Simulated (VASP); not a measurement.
Runs of VASP 6.6.1 on CdO (Monteponite). The structure is cubic, space group Fm-3m (No. 225). Conventional cell: a = 4.706 Å, b = 4.706 Å, c = 4.706 Å, α = 90.00°, β = 90.00°, γ = 90.00°. Within 3.1 Å of Cd (site symmetry m-3m) lie 6 O at 2.35 Å. Within 3.1 Å of O (site symmetry m-3m) lie 6 Cd at 2.35 Å. 

```tsv
level	potentials or basis	k mesh	cutoff (eV)	smearing	grid for exact exchange (PRECFOCK)	screening parameter	gap on the mesh (eV)	pressure (GPa)
r2SCAN	VASP PAW PBE potentials, release 64 (Cd, O)	6 × 6 × 6	660	methfessel-paxton 0.001 eV	-	-	(a)	1.5
r2SCAN	VASP PAW PBE potentials, release 64 (Cd, O)	6 × 6 × 6	660	methfessel-paxton 0.5 eV	-	-	-	1.5
r2SCAN	VASP PAW PBE potentials, release 64 (Cd, O)	6 × 6 × 6	660	methfessel-paxton 0.2 eV	-	-	-	1.6
LDA	VASP PAW LDA potentials, release 64 (Cd, O)	6 × 6 × 6	600	fermi-dirac 0.02 eV	-	-	none	-5.2
r2SCAN50	VASP PAW PBE potentials, release 64 (Cd, O)	4 × 4 × 4	580	fermi-dirac 0.02 eV	Normal	-	(c)	(b)
r2SCAN	VASP PAW PBE potentials, release 64 (Cd, O)	3 × 3 × 3	660	fermi-dirac 0.02 eV	-	-	0.31	1.7
HSE06	VASP PAW PBE potentials, release 64 (Cd, O)	4 × 4 × 4	520	fermi-dirac 0.02 eV	Normal	0.2079 1/Å	0.90	1.6
r2SCAN	VASP PAW PBE potentials, release 64 (Cd, O)	6 × 6 × 6	660	fermi-dirac 0.02 eV	-	-	0.07	1.6
```

Alike in all rows: task single point; no spin polarisation; cell as given.

Q: Fill in the values left out.

A: (a) 0.06; (b) -4.7; (c) 4.16.

Caveats: some runs use coarse meshes; the PAW data sets were made with another functional, which shifts forces and pressure a little (some runs).

A k mesh can miss the band edges, and the runs leave out spin-orbit coupling on Cd.

A gap of «none» marks levels without a gap at the run's occupations.
